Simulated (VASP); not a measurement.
# MgZrH4 (P4/mmm) in VASP: a series of runs

Runs on MgZrH4. Level: PBE. Tasks: single point, relaxation of cell and atoms.

Program: VASP 6.6.1. These are calculated values, not measurements. Logs are shortened: lines on timing, memory, paths and dates and some standing lists are left out, and cuts for length are marked.

### Step 1. The cell of the first run

The structure is tetragonal, space group P4/mmm (No. 123). The conventional cell has a = 3.306 Å, b = 3.306 Å, c = 4.908 Å, α = 90.00°, β = 90.00°, γ = 90.00°. Within 2.7 Å of Mg (site symmetry 4/mmm) lie 8 H at 2.05 Å. Zr (site symmetry 4/mmm) has 8 H at 2.07 Å within 2.7 Å. H (site symmetry 2mm) has 2 Mg at 2.05 Å and 2 Zr at 2.07 Å and 6 H at 2.34 to 2.48 Å within 2.7 Å.

The cell was built from a structure type or drawn by symmetry, and may not be a known phase.

### Step 2. Single point, PBE

INCAR

```
ALGO     = Normal         # electronic algorithm
EDIFF    = 1E-6           # SCF threshold, eV
ENCUT    = 520            # plane-wave cutoff, eV
GGA      = PE             # functional
ISIF     = 2              # what is computed and relaxed
ISMEAR   = 0              # smearing method
LASPH    = T              # aspherical terms in the spheres
LCHARG   = F              # write CHGCAR
LREAL    = F              # projectors in reciprocal space
LWAVE    = F              # write WAVECAR
NBANDS   = 18             # bands
NELM     = 100            # most SCF steps
PREC     = Accurate       # precision mode
SIGMA    = 0.1            # smearing width, eV
```

KPOINTS

```
k-points
0
Gamma
  10 10 6
```

POSCAR

```
MgZrH4
1.0
    3.3057853390      0.0000000000      0.0000000000
    0.0000000000      3.3057853390      0.0000000000
    0.0000000000      0.0000000000      4.9076881578
Mg Zr H
1 1 4
Direct
    0.0000000000      0.0000000000      0.0000000000
    0.5000000000      0.5000000000      0.5000000000
    0.5000000000      0.0000000000      0.2477533275
    0.5000000000      0.0000000000      0.7522466725
    0.0000000000      0.5000000000      0.2477533275
    0.0000000000      0.5000000000      0.7522466725
```

Potentials or basis: VASP PAW PBE potentials, release 64 (Mg, Zr_sv, H).

The run is started by

```
cat potpaw_PBE.64/Mg/POTCAR potpaw_PBE.64/Zr_sv/POTCAR potpaw_PBE.64/H/POTCAR > POTCAR
mpirun -np 1 vasp_std > vasp.out
```

OUTCAR:

```text
EDIFF = 1E-6
   ENCUT = 520
   GGA = PE
   ISIF = 2
   ISMEAR = 0
   LASPH = T
   LREAL = F
   NELM = 100
   PREC = Accurate

 ion  position               nearest neighbor table
   1  0.000  0.000  0.000-   3 2.05   4 2.05   5 2.05   6 2.05   5 2.05   6 2.05   3 2.05   4 2.05
                             2 3.39   2 3.39   2 3.39   2 3.39   2 3.39   2 3.39   2 3.39   2 3.39
   2  0.500  0.500  0.500-   3 2.07   4 2.07   5 2.07   6 2.07   3 2.07   4 2.07   5 2.07   6 2.07
                             1 3.39   1 3.39   1 3.39   1 3.39   1 3.39   1 3.39   1 3.39   1 3.39
   3  0.500  0.000  0.248-   1 2.05   1 2.05   2 2.07   2 2.07
   4  0.500  0.000  0.752-   1 2.05   1 2.05   2 2.07   2 2.07
   5  0.000  0.500  0.248-   1 2.05   1 2.05   2 2.07   2 2.07
   6  0.000  0.500  0.752-   1 2.05   1 2.05   2 2.07   2 2.07

  LATTYP: Found a simple tetragonal cell.
 ALAT       =     3.3057853390
 C/A-ratio  =     1.4845755712

  Lattice vectors:

 A1 = (   3.3057853390,   0.0000000000,   0.0000000000)
 A2 = (   0.0000000000,   3.3057853390,   0.0000000000)
 A3 = (   0.0000000000,   0.0000000000,   4.9076881578)

Analysis of symmetry for initial positions (statically):
=====================================================================
 Subroutine PRICEL returns:
 Original cell was already a primitive cell.

 Routine SETGRP: Setting up the symmetry group for a
 simple tetragonal supercell.

 Subroutine GETGRP returns: Found 16 space group operations
 (whereof 16 operations were pure point group operations)
 out of a pool of 16 trial point group operations.

The static configuration has the point symmetry D_4h.

Analysis of symmetry for dynamics (positions and initial velocities):
=====================================================================
 Subroutine PRICEL returns:
 Original cell was already a primitive cell.

 Routine SETGRP: Setting up the symmetry group for a
 simple tetragonal supercell.

 Subroutine GETGRP returns: Found 16 space group operations
 (whereof 16 operations were pure point group operations)
 out of a pool of 16 trial point group operations.

The dynamic configuration has the point symmetry D_4h.

 Subroutine INISYM returns: Found 16 space group operations
 (whereof 16 operations are pure point group operations),
 and found     1 'primitive' translations

----------------------------------------------------------------------------------------

                                     Primitive cell

[... 104 lines left out ...]
   ISIF   =      2    stress and relaxation
   ISYM   =      2    0-nonsym 1-usesym 2-fastsym
   POTIM  = 0.5000    time-step for ionic-motion
   TEBEG  =    0.0;   TEEND  =   0.0 temperature during run
   PSTRESS=    0.0 pullay stress
   NELECT =      18.0000    total number of electrons
   NUPDOWN=      -1.0000    fix difference up-down
   EMIN   =  10.00;   EMAX   =-10.00  energy-range for DOS
   EFERMI =   0.00;   METHOD = LEGACY
   ISMEAR =     0;   SIGMA  =   0.10  broadening in eV -4-tet -1-fermi 0-gaus
   EFERMI_NEDOS =   21; number of points for ismear=-14 and -15
   IALGO  =     38    algorithm
   IMIX   =      4    mixing-type and parameters
     AMIX     =   0.40;   BMIX     =  1.00
     AMIX_MAG =   1.60;   BMIX_MAG =  1.00
  volume/ion in A,a.u.               =       8.94        60.32
  Fermi-wavevector in a.u.,A,eV,Ry     =   1.137689  2.149921 17.610516  1.294336
  Thomas-Fermi vector in A             =   2.274394
   LORBIT       =      0    0 simple, 1 ext, 2 COOP (PROOUT), +10 PAW based schemes
   GGA     = PE    functional components
   LHFCALC =     F    Hartree Fock is set to
   AEXX    =    0.0000 exact exchange contribution
   IVDW    =     0    specifies the selected vdW correction
   LEPSILON=     F    determine dielectric tensor
   LRPA    =     F    only Hartree local field effects (RPA)
 non-spin polarized calculation
 Gauss-broadening in eV      SIGMA  =   0.10
  energy-cutoff  :      520.00
  volume of cell :       53.63
 maximum number of plane-waves:      1472
 NGX is ok and might be reduce to    28
   NGX = 13   NGY = 13   NGZ = 19

 number of electron      17.9999999 magnetization

 Free energy of the ion-electron system (eV)
  ---------------------------------------------------
  ext. energy  EPLUGINS =         0.00000000
  ---------------------------------------------------
  free energy    TOTEN  =       -25.65156233 eV

  energy without entropy =      -25.64392564  energy(sigma->0) =      -25.64774399

 E-fermi :   5.8986     XC(G=0): -10.2067

 val. band max:        5.8801278203   @ k =   0.4000   0.2000   0.0000
 cond. band min:       5.9060394058   @ k =   0.2000   0.1000   0.5000
 fundamental gap:      0.0259115855
 Fermi energy:         5.8985929992

 k-point     1 :       0.0000    0.0000    0.0000
  band No.  band energies     occupation
      1     -43.2606      2.00000
      2     -21.3894      2.00000
      3     -21.1219      2.00000
      4     -21.1219      2.00000
      5      -4.0794      2.00000
      6       0.3030      2.00000
[... 481 lines left out ...]
      5      -3.3350      2.00000
      6      -0.1691      2.00000
[... 10 lines left out ...]
     17      14.6351      0.00000
     18      16.3028      0.00000

 [... further k-points ...]

------------------------ aborting loop because EDIFF is reached ----------------------------------------

  FORCE on cell =-STRESS in cart. coord.  units (eV):
  Direction    XX          YY          ZZ          XY          YZ          ZX
  --------------------------------------------------------------------------------------
  -------------------------------------------------------------------------------------
  Total       -0.0676309     -0.0676309     -0.0788560      0.0000000     -0.0000000     -0.0000000
  in kB       -2.0203642     -2.0203642     -2.3556944      0.0000000     -0.0000000     -0.0000000
  external PRESSURE =      -2.1321409 kB  Pullay stress =       0.0000000 kB

 VOLUME and BASIS-vectors are now :
 -----------------------------------------------------------------------------
  energy-cutoff  :      520.00
  volume of cell :       53.63
      direct lattice vectors                 reciprocal lattice vectors
     3.305785339  0.000000000  0.000000000     0.302499980  0.000000000  0.000000000
     0.000000000  3.305785339  0.000000000     0.000000000  0.302499980  0.000000000
     0.000000000  0.000000000  4.907688158     0.000000000  0.000000000  0.203761928

 POSITION                                       TOTAL-FORCE (eV/Angst)
 -----------------------------------------------------------------------------------
      0.00000      0.00000      0.00000        -0.000000      0.000000      0.000000
      1.65289      1.65289      2.45384        -0.000000      0.000000      0.000000
      1.65289      0.00000      1.21590         0.000000     -0.000000     -0.008862
      1.65289      0.00000      3.69179        -0.000000     -0.000000      0.008862
      0.00000      1.65289      1.21590        -0.000000     -0.000000     -0.008862
      0.00000      1.65289      3.69179         0.000000      0.000000      0.008862
 -----------------------------------------------------------------------------------
    total drift:                                0.000000      0.000000      0.000000

  FREE ENERGIE OF THE ION-ELECTRON SYSTEM (eV)
  ---------------------------------------------------
  free  energy   TOTEN  =       -25.6515623330 eV

  energy  without entropy=      -25.6439256388  energy(sigma->0) =      -25.64774399
```

OSZICAR:

```text
N       E                     dE             d eps       ncg     rms          rms(c)
DAV:   1     0.102111839530E+03    0.10211E+03   -0.87964E+03  3064   0.907E+02
DAV:   2    -0.205296855309E+02   -0.12264E+03   -0.11856E+03  3708   0.246E+02
DAV:   3    -0.275440282609E+02   -0.70143E+01   -0.69654E+01  5202   0.470E+01
DAV:   4    -0.276780854354E+02   -0.13406E+00   -0.13391E+00  3768   0.547E+00
DAV:   5    -0.276803373259E+02   -0.22519E-02   -0.22517E-02  4370   0.593E-01    0.171E+01
DAV:   6    -0.260234994057E+02    0.16568E+01   -0.17667E+00  3318   0.895E+00    0.668E+00
DAV:   7    -0.256667257629E+02    0.35677E+00   -0.82568E-01  3708   0.505E+00    0.116E+00
DAV:   8    -0.256516137126E+02    0.15112E-01   -0.77923E-02  3564   0.180E+00    0.470E-01
DAV:   9    -0.256517187587E+02   -0.10505E-03   -0.54234E-03  3476   0.500E-01    0.154E-01
DAV:  10    -0.256515871359E+02    0.13162E-03   -0.72393E-04  3608   0.205E-01    0.515E-02
DAV:  11    -0.256515664029E+02    0.20733E-04   -0.14612E-04  3654   0.684E-02    0.300E-02
DAV:  12    -0.256515628950E+02    0.35079E-05   -0.20561E-05  3416   0.312E-02    0.801E-03
DAV:  13    -0.256515623330E+02    0.56200E-06   -0.67107E-07  2154   0.594E-03
   1 F= -.25651562E+02 E0= -.25647744E+02  d E =-.763669E-02
```

It took 32 s on 1 thread of Intel Xeon 6975P-C (Granite Rapids), shared host; peak memory 0.24 GiB.

Results:

- Free energy: -25.6516 eV
- Pressure: -0.2 GPa
- Largest force: 0.009 eV/Å
- Band gap on the k mesh: zero (bands 9 and 10 overlap by 1.29 eV)

Forces in eV/Å, atoms in the order of the input:
```
Mg   0.000  0.000  0.000
Zr   0.000  0.000  0.000
H    0.000  0.000 -0.009
H    0.000  0.000  0.009
H    0.000  0.000 -0.009
H    0.000  0.000  0.009
```

Levels at points of the mesh, in eV from the Fermi level:
| k point | band 5 | band 6 | band 7 | band 8 | band 9 | band 10 | band 11 | band 12 | band 13 | band 14 |
| --- | --- | --- | --- | --- | --- | --- | --- | --- | --- | --- |
| (0.00, 0.00, 0.00) | -9.98 | -5.60 | -4.97 | -2.37 | -0.31 | 1.54 | 1.54 | 3.39 | 3.55 | 4.64 |
| (0.50, 0.00, 0.00) | -7.32 | -6.55 | -5.80 | -3.18 | -1.20 | 1.30 | 2.05 | 3.23 | 4.45 | 5.77 |
| (0.50, 0.50, 0.00) | -5.15 | -5.15 | -5.11 | -5.11 | -3.05 | -0.79 | 3.72 | 4.17 | 4.40 | 5.87 |
| (0.00, 0.00, 0.50) | -8.42 | -8.30 | -4.53 | -1.87 | -0.46 | 1.17 | 1.17 | 3.40 | 4.34 | 6.15 |
| (0.50, 0.00, 0.50) | -7.33 | -6.06 | -5.56 | -4.77 | 0.36 | 1.35 | 1.81 | 3.11 | 4.93 | 5.42 |
| (0.50, 0.50, 0.50) | -6.27 | -6.27 | -3.58 | -3.58 | -2.65 | 1.03 | 1.36 | 1.84 | 4.14 | 4.14 |

### Step 3. Relaxation of cell and atoms, PBE

This run uses another cell than the first one, of 8.85 Å³/atom.

INCAR

```
SYSTEM = MgZrH4
PREC     = Accurate       ! precision mode
ENCUT    = 600            ! plane-wave cutoff, eV
EDIFF    = 1E-6           ! SCF threshold, eV
ISMEAR   = 0              ! smearing method
SIGMA    = 0.1            ! smearing width, eV
LREAL    = .FALSE.        ! projectors in reciprocal space
LASPH    = .TRUE.         ! aspherical terms in the spheres
NELM     = 100            ! most SCF steps
ALGO     = Normal         ! electronic algorithm
ISIF     = 3              ! what is computed and relaxed
LWAVE    = .FALSE.        ! write WAVECAR
LCHARG   = .FALSE.        ! write CHGCAR
GGA      = PE             ! functional
IBRION   = 2              ! ionic algorithm
NSW      = 100            ! ionic steps
EDIFFG   = -0.01          ! ionic threshold
```

KPOINTS

```
regular mesh
0
G
  10 10 6
  0 0 0
```

POSCAR

```
MgZrH4
1.0
    3.2408128716      0.0000000000      0.0000000000
    0.0000000000      3.2408128716      0.0000000000
    0.0000000000      0.0000000000      5.0558263120
Mg Zr H
1 1 4
Direct
    0.0000000000      0.0000000000      0.0000000000
    0.5000000000      0.5000000000      0.5000000000
    0.5000000000      0.0000000000      0.2417573597
    0.5000000000      0.0000000000      0.7582426403
    0.0000000000      0.5000000000      0.2417573597
    0.0000000000      0.5000000000      0.7582426403
```

Potentials or basis: VASP PAW PBE potentials, release 64 (Mg, Zr_sv, H).

The run is started by

```
cat potpaw_PBE.64/Mg/POTCAR potpaw_PBE.64/Zr_sv/POTCAR potpaw_PBE.64/H/POTCAR > POTCAR
mpirun -np 1 vasp_std > vasp.out
```

It took 1.9 min on 1 thread of Intel Xeon 6975P-C (Granite Rapids), shared host; peak memory 0.24 GiB.

The run converged. Its results:

```
Free energy                           : -25.6535 eV
Relaxed volume                        : 8.93 Å³/atom
Relaxed cell                          : a = 3.305 Å, b = 3.305 Å, c = 4.903 Å, α = 90.00°, β = 90.00°, γ = 90.00°
Space group after relaxing (to 0.1 Å) : P4/mmm (No. 123)
Energy gained by relaxing             : 4.2 meV/atom
Ionic steps                           : 8
Pressure after relaxing               : -0.1 GPa
Largest force after relaxing          : 0.010 eV/Å
Band gap on the k mesh                : zero (bands 9 and 10 overlap by 1.30 eV)
```

Forces on the atoms (eV/Å):
```
Mg   0.000  0.000  0.000
Zr   0.000  0.000  0.000
H    0.000  0.000  0.010
H    0.000  0.000 -0.010
H    0.000  0.000  0.010
H    0.000  0.000 -0.010
```

Stress tensor (GPa, compression positive):
```
-0.12  0.00  0.00
 0.00 -0.12  0.00
 0.00  0.00 -0.02
```

The path:
```tsv
step	energy change (eV)	largest force (eV/Å)	pressure (GPa)	volume (Å³)
1	0.0000	0.1115	0.16	53.10
2	-0.0104	0.0884	0.18	53.17
3	-0.0248	0.0241	0.21	53.35
4	-0.0252	0.0146	0.23	53.38
5	-0.0253	0.0123	0.24	53.38
6	-0.0252	0.0081	0.24	53.39
7	-0.0253	0.0109	0.25	53.39
8	-0.0254	0.0099	-0.09	53.57
```

Final structure:
```cif
data_structure
_symmetry_space_group_name_H-M 'P 1'
_symmetry_Int_Tables_number 1
_cell_length_a 3.3054
_cell_length_b 3.3054
_cell_length_c 4.9034
_cell_angle_alpha 90.000
_cell_angle_beta 90.000
_cell_angle_gamma 90.000
_cell_volume 53.57
loop_
_atom_site_label
_atom_site_type_symbol
_atom_site_fract_x
_atom_site_fract_y
_atom_site_fract_z
_atom_site_occupancy
Mg1 Mg 0.00000 0.00000 0.00000 1
Zr1 Zr 0.50000 0.50000 0.50000 1
H1 H 0.50000 0.00000 0.24706 1
H2 H 0.50000 0.00000 0.75294 1
H3 H 0.00000 0.50000 0.24706 1
H4 H 0.00000 0.50000 0.75294 1
```

Levels at points of the mesh, in eV from the Fermi level:
| k point | band 6 | band 7 | band 8 | band 9 | band 10 | band 11 | band 12 | band 13 |
| --- | --- | --- | --- | --- | --- | --- | --- | --- |
| (0.00, 0.00, 0.00) | -5.59 | -4.97 | -2.36 | -0.30 | 1.54 | 1.54 | 3.39 | 3.52 |
| (0.50, 0.00, 0.00) | -6.56 | -5.80 | -3.18 | -1.20 | 1.30 | 2.05 | 3.23 | 4.45 |
| (0.50, 0.50, 0.00) | -5.16 | -5.10 | -5.10 | -3.05 | -0.80 | 3.73 | 4.17 | 4.40 |
| (0.00, 0.00, 0.50) | -8.30 | -4.52 | -1.89 | -0.46 | 1.17 | 1.17 | 3.40 | 4.38 |
| (0.50, 0.00, 0.50) | -6.06 | -5.57 | -4.76 | 0.36 | 1.35 | 1.81 | 3.12 | 4.93 |
| (0.50, 0.50, 0.50) | -6.28 | -3.58 | -3.58 | -2.65 | 1.03 | 1.36 | 1.84 | 4.14 |
